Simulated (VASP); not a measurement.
# ZnBi2 (Ibam) in VASP: single point with PBE

Aim: the single point of ZnBi2 with PBE.

Everything below comes from runs of VASP 6.6.1. Logs are shortened: lines on timing, memory, paths and dates and some standing lists are left out, and cuts for length are marked.

## 1. The cell of the first run

The structure is orthorhombic, space group Ibam (No. 72). The conventional cell has a = 5.651 Å, b = 10.613 Å, c = 5.660 Å, α = 90.00°, β = 90.00°, γ = 90.00°. Within 4.2 Å of Bi (site symmetry m) lie 6 Zn at 2.90 to 4.17 Å and 9 Bi at 3.21 to 4.06 Å. Within 3.7 Å of Zn (site symmetry 222) lie 2 Zn at 2.83 Å and 4 Bi at 2.90 Å.

## 2. Single point, PBE

Contents of INCAR:

```
SYSTEM = ZnBi2
  PREC = Accurate
  ENCUT = 520
  EDIFF = 1E-7
  ISMEAR = -1
  SIGMA = 0.1
  LREAL = .FALSE.
  LASPH = .TRUE.
  NELM = 100
  ALGO = Normal
  ISIF = 2
  LWAVE = .FALSE.
  LCHARG = .TRUE.
  GGA = PE
  LELF = .TRUE.
  LVHAR = .TRUE.
  NBANDS = 51
```

Contents of KPOINTS:

```
Automatic mesh
0
G
  5 5 5
  0 0 0
```

Contents of POSCAR:

```
ZnBi2
1.0
    0.0000000000      0.0000002667      5.6601470000
    5.6507680000      0.0000000000      0.0000000000
    2.8253840000      5.3065638667     -2.8300737500
Bi Zn
4 2
Direct
    0.1374316196      0.2283732628      0.2748632392
    0.8625683804      0.7716267372      0.7251367608
    0.3625683804      0.5032365020      0.7251367608
    0.6374316196      0.4967634980      0.2748632392
    0.2500000000      0.0000000000      0.0000000000
    0.7500000000      0.0000000000      0.0000000000
```

Potentials or basis: VASP PAW PBE potentials, release 64 (Bi_d, Zn).

The run is started by

```sh
> cat potpaw_PBE.64/Bi_d/POTCAR potpaw_PBE.64/Zn/POTCAR > POTCAR
> mpirun -np 1 vasp_std > vasp.out
```

OUTCAR:

```text
SYSTEM = ZnBi2
   PREC = Accurate
   ENCUT = 520
   EDIFF = 1E-7
   ISMEAR = -1
   LREAL = .FALSE.
   LASPH = .TRUE.
   NELM = 100
   ISIF = 2
   GGA = PE

 ion  position               nearest neighbor table
   1  0.137  0.228  0.275-   5 2.90   6 2.90   4 3.21   4 3.21   2 3.29   3 3.70   3 3.70
   2  0.863  0.772  0.725-   6 2.90   5 2.90   3 3.21   3 3.21   1 3.29   4 3.70   4 3.70
   3  0.363  0.503  0.725-   5 2.90   6 2.90   2 3.21   2 3.21   4 3.29   1 3.70   1 3.70
   4  0.637  0.497  0.275-   6 2.90   5 2.90   1 3.21   1 3.21   3 3.29   2 3.70   2 3.70
   5  0.250  0.000  0.000-   6 2.83   6 2.83   3 2.90   1 2.90   4 2.90   2 2.90
   6  0.750  0.000  0.000-   5 2.83   5 2.83   4 2.90   2 2.90   3 2.90   1 2.90

  LATTYP: Found a body centered orthorhombic cell.
 ALAT       =     5.6507680000
 B/A-ratio  =     1.0016597744
 C/A-ratio  =     1.8781744358

  Lattice vectors:

 A1 = (  -2.8253840000,  -5.3065638667,   2.8300737500)
 A2 = (   2.8253840000,  -5.3065641334,  -2.8300732500)
 A3 = (   2.8253840000,   5.3065641334,   2.8300732500)

Analysis of symmetry for initial positions (statically):
=====================================================================
 Subroutine PRICEL returns:
 Original cell was already a primitive cell.

 Routine SETGRP: Setting up the symmetry group for a
 body centered orthorhombic supercell.

 Subroutine GETGRP returns: Found  8 space group operations
 (whereof  4 operations were pure point group operations)
 out of a pool of  8 trial point group operations.

The static configuration has the point symmetry C_2h.
 The point group associated with its full space group is D_2h.

Analysis of symmetry for dynamics (positions and initial velocities):
=====================================================================
 Subroutine PRICEL returns:
 Original cell was already a primitive cell.

 Routine SETGRP: Setting up the symmetry group for a
 body centered orthorhombic supercell.

 Subroutine GETGRP returns: Found  8 space group operations
 (whereof  4 operations were pure point group operations)
 out of a pool of  8 trial point group operations.

The dynamic configuration has the point symmetry C_2h.
 The point group associated with its full space group is D_2h.

 Subroutine INISYM returns: Found  8 space group operations
 (whereof  4 operations are pure point group operations),
 and found     1 'primitive' translations

----------------------------------------------------------------------------------------

                                     Primitive cell

  volume of cell :     169.7261

  direct lattice vectors                    reciprocal lattice vectors
     0.000000000  0.000000267  5.660147000     0.000000000  0.094222937  0.176673852
     5.650768000  0.000000000  0.000000000     0.176967095 -0.094222928  0.000000004
     2.825384000  5.306563867 -2.830073750     0.000000000  0.188445857 -0.000000009

  length of vectors
     5.660147000  5.650768000  6.644676986     0.200228899  0.200487688  0.188445857

  position of ions in fractional coordinates (direct lattice)
     0.137431620  0.228373263  0.274863239
     0.862568380  0.771626737  0.725136761
     0.362568380  0.503236502  0.725136761
     0.637431620  0.496763498  0.274863239
     0.250000000  0.000000000  0.000000000
     0.750000000  0.000000000  0.000000000

  ion indices of the primitive-cell ions
   primitive index   ion index
                 1           1
                 2           2
                 3           3
                 4           4
                 5           5
                 6           6

----------------------------------------------------------------------------------------

 KPOINTS: Automatic mesh

Automatic generation of k-mesh.
 Grid dimensions read from file:
 generate k-points for:    5    5    5

 Generating k-lattice:

  Cartesian coordinates                     Fractional coordinates (reciprocal lattice)
     0.000000000  0.018844587  0.035334770     0.200000000  0.000000000  0.000000000
     0.035393419 -0.018844586  0.000000001    -0.000000000  0.200000000 -0.000000000
     0.000000000  0.037689171 -0.000000002     0.000000000  0.000000000  0.200000000

  Length of vectors
     0.040045780  0.040097538  0.037689171

  Shift w.r.t. Gamma in fractional coordinates (k-lattice)
     0.000000000  0.000000000  0.000000000

 Subroutine IBZKPT returns following result:
 ===========================================

 Found     27 irreducible k-points:

 Following reciprocal coordinates:
            Coordinates               Weight
  0.000000  0.000000  0.000000      1.000000
  0.200000  0.000000 -0.000000      4.000000
  0.400000  0.000000  0.000000      4.000000
  0.000000  0.200000  0.000000      4.000000
  0.200000  0.200000  0.000000      4.000000
  0.400000  0.200000  0.000000      8.000000
[... 16 lines left out ...]
  0.200000 -0.200000  0.200000      8.000000
  0.400000 -0.200000  0.200000      4.000000
 [... further k-points ...]
   k-points           NKPTS =     27   k-points in BZ     NKDIM =     27   number of bands    NBANDS=     51
   number of dos      NEDOS =    301   number of ions     NIONS =      6
   total plane-waves  NPLWV =  88200
   dimension x,y,z NGX =    42 NGY =   42 NGZ =   50
   dimension x,y,z NGXF=    84 NGYF=   84 NGZF=  100
   ions per type =               4   2
   NGX,Y,Z   is equivalent  to a cutoff of  12.34, 12.36, 12.51 a.u.
   NGXF,Y,Z  is equivalent  to a cutoff of  24.67, 24.71, 25.02 a.u.
 SYSTEM =  ZnBi2
   PREC   = accura    normal or accurate (medium, high low for compatibility)
   ISTART =      0    job   : 0-new  1-cont  2-samecut
   ICHARG =      2    charge: 1-file 2-atom 10-const
   ISPIN  =      1    spin polarized calculation?
   LNONCOLLINEAR =      F non collinear calculations
   LSORBIT =      F    spin-orbit coupling
   LASPH  =      T    aspherical Exc in radial PAW
   ENCUT  =  520.0 eV  38.22 Ry    6.18 a.u.  10.52 10.51 12.35*2*pi/ulx,y,z
   NELM   =    100;   NELMIN=  2; NELMDL= -5     # of ELM steps
   EDIFF  = 0.1E-06   stopping-criterion for ELM
   LREAL  =      F    real-space projection
   EDIFFG = 0.1E-05   stopping-criterion for IOM
   NSW    =      0    number of steps for IOM
   IBRION =     -1    ionic relax: 0-MD 1-quasi-New 2-CG
   NFREE  =      0    steps in history (QN), initial steepest desc. (CG)
   ISIF   =      2    stress and relaxation
   ISYM   =      2    0-nonsym 1-usesym 2-fastsym
   POTIM  = 0.5000    time-step for ionic-motion
   TEBEG  =    0.0;   TEEND  =   0.0 temperature during run
   PSTRESS=    0.0 pullay stress
   NELECT =      84.0000    total number of electrons
   NUPDOWN=      -1.0000    fix difference up-down
   EMIN   =  10.00;   EMAX   =-10.00  energy-range for DOS
   EFERMI =   0.00;   METHOD = LEGACY
   ISMEAR =    -1;   SIGMA  =   0.10  broadening in eV -4-tet -1-fermi 0-gaus
   EFERMI_NEDOS =   21; number of points for ismear=-14 and -15
   IALGO  =     38    algorithm
   IMIX   =      4    mixing-type and parameters
     AMIX     =   0.40;   BMIX     =  1.00
     AMIX_MAG =   1.60;   BMIX_MAG =  1.00
  volume/ion in A,a.u.               =      28.29       190.89
  Fermi-wavevector in a.u.,A,eV,Ry     =   1.294946  2.447094 22.815415  1.676886
  Thomas-Fermi vector in A             =   2.426497
   LORBIT       =      0    0 simple, 1 ext, 2 COOP (PROOUT), +10 PAW based schemes
   GGA     = PE    functional components
   LHFCALC =     F    Hartree Fock is set to
   AEXX    =    0.0000 exact exchange contribution
   IVDW    =     0    specifies the selected vdW correction
   LEPSILON=     F    determine dielectric tensor
   LRPA    =     F    only Hartree local field effects (RPA)
 non-spin polarized calculation
  energy-cutoff  :      520.00
  volume of cell :      169.73
 maximum number of plane-waves:      4611
 NGX is ok and might be reduce to    42
   NGX = 21   NGY = 21   NGZ = 25

 number of electron      83.9999993 magnetization

 Free energy of the ion-electron system (eV)
  ---------------------------------------------------
  ext. energy  EPLUGINS =         0.00000000
  ---------------------------------------------------
  free energy    TOTEN  =       -16.73769493 eV

  energy without entropy =      -16.63544744  energy(sigma->0) =      -16.68657119

 E-fermi :   5.9315     XC(G=0): -10.0105

 val. band max:        5.8599604920   @ k =  -0.4000   0.2000   0.0000
 cond. band min:       5.9423955502   @ k =   0.2000   0.0000   0.2000
 fundamental gap:      0.0824350582
 Fermi energy:         5.9315229466

 k-point     1 :       0.0000    0.0000    0.0000
  band No.  band energies     occupation
      1     -16.9981      2.00000
      2     -16.9740      2.00000
      3     -16.9507      2.00000
      4     -16.9501      2.00000
      5     -16.9482      2.00000
      6     -16.9401      2.00000
[... 43 lines left out ...]
     50       9.9534      0.00000
     51      11.7689      0.00000

 k-point     2 :       0.2000    0.0000   -0.0000
  band No.  band energies     occupation
      1     -17.0044      2.00000
      2     -16.9904      2.00000
      3     -16.9665      2.00000
      4     -16.9620      2.00000
      5     -16.9566      2.00000
      6     -16.9242      2.00000
[... 43 lines left out ...]
     50      10.7362      0.00000
     51      11.0401      0.00000

 k-point     3 :       0.4000    0.0000    0.0000
  band No.  band energies     occupation
      1     -17.0130      2.00000
      2     -17.0096      2.00000
      3     -16.9821      2.00000
      4     -16.9758      2.00000
      5     -16.9587      2.00000
      6     -16.9372      2.00000
[... 43 lines left out ...]
     50      10.6547      0.00000
     51      10.8257      0.00000
[... 1027 lines left out ...]
 k-point    23 :       0.2000   -0.2000    0.2000
  band No.  band energies     occupation
      1     -17.0157      2.00000
      2     -16.9932      2.00000
      3     -16.9723      2.00000
      4     -16.9594      2.00000
      5     -16.9549      2.00000
      6     -16.9271      2.00000
[... 43 lines left out ...]
     50      10.0065      0.00000
     51      10.7357      0.00000

 k-point    24 :       0.4000   -0.2000    0.2000
  band No.  band energies     occupation
      1     -17.0170      2.00000
      2     -17.0089      2.00000
      3     -16.9843      2.00000
      4     -16.9749      2.00000
      5     -16.9544      2.00000
      6     -16.9429      2.00000
[... 43 lines left out ...]
     50      10.6014      0.00000
     51      10.8972      0.00000

 [... further k-points ...]

------------------------ aborting loop because EDIFF is reached ----------------------------------------

  FORCE on cell =-STRESS in cart. coord.  units (eV):
  Direction    XX          YY          ZZ          XY          YZ          ZX
  --------------------------------------------------------------------------------------
  -------------------------------------------------------------------------------------
  Total        2.0775580     -0.0008012      3.3127901      0.0000000      0.0000002      0.0000000
  in kB       19.6116961     -0.0075629     31.2720178      0.0000000      0.0000015      0.0000000
  external PRESSURE =      16.9587170 kB  Pullay stress =       0.0000000 kB

 VOLUME and BASIS-vectors are now :
 -----------------------------------------------------------------------------
  energy-cutoff  :      520.00
  volume of cell :      169.73
      direct lattice vectors                 reciprocal lattice vectors
     0.000000000  0.000000267  5.660147000     0.000000000  0.094222937  0.176673852
     5.650768000  0.000000000  0.000000000     0.176967095 -0.094222928  0.000000004
     2.825384000  5.306563867 -2.830073750     0.000000000  0.188445857 -0.000000009

 POSITION                                       TOTAL-FORCE (eV/Angst)
 -----------------------------------------------------------------------------------
      2.06708      1.45858     -0.00000         0.003992      0.006619     -0.000000
      6.40907      3.84798      2.83007        -0.003992     -0.006619      0.000000
      4.89246      3.84798     -0.00000         0.003992     -0.006619      0.000000
      3.58369      1.45858      2.83007        -0.003992      0.006619     -0.000000
      0.00000      0.00000      1.41504         0.000000     -0.000000      0.000000
      0.00000      0.00000      4.24511         0.000000     -0.000000      0.000000
 -----------------------------------------------------------------------------------
    total drift:                                0.000000     -0.000000      0.000000

  FREE ENERGIE OF THE ION-ELECTRON SYSTEM (eV)
  ---------------------------------------------------
  free  energy   TOTEN  =       -16.7376949325 eV

  energy  without entropy=      -16.6354474385  energy(sigma->0) =      -16.68657119
```

Wall time 5.6 min (1 thread of Intel Xeon 8259CL, shared host); peak memory 0.38 GiB.

What came out:

```
Free energy            : -16.7377 eV
Pressure               : 1.7 GPa
Largest force          : 0.008 eV/Å
Band gap on the k mesh : zero (bands 42 and 43 overlap by 0.99 eV)
```

Forces on the atoms (eV/Å):
```
Bi   0.004  0.007  0.000
Bi  -0.004 -0.007  0.000
Bi   0.004 -0.007  0.000
Bi  -0.004  0.007  0.000
Zn   0.000  0.000  0.000
Zn   0.000  0.000  0.000
```

Caveat: spin-orbit coupling is left out, which moves the levels of the heavy elements.
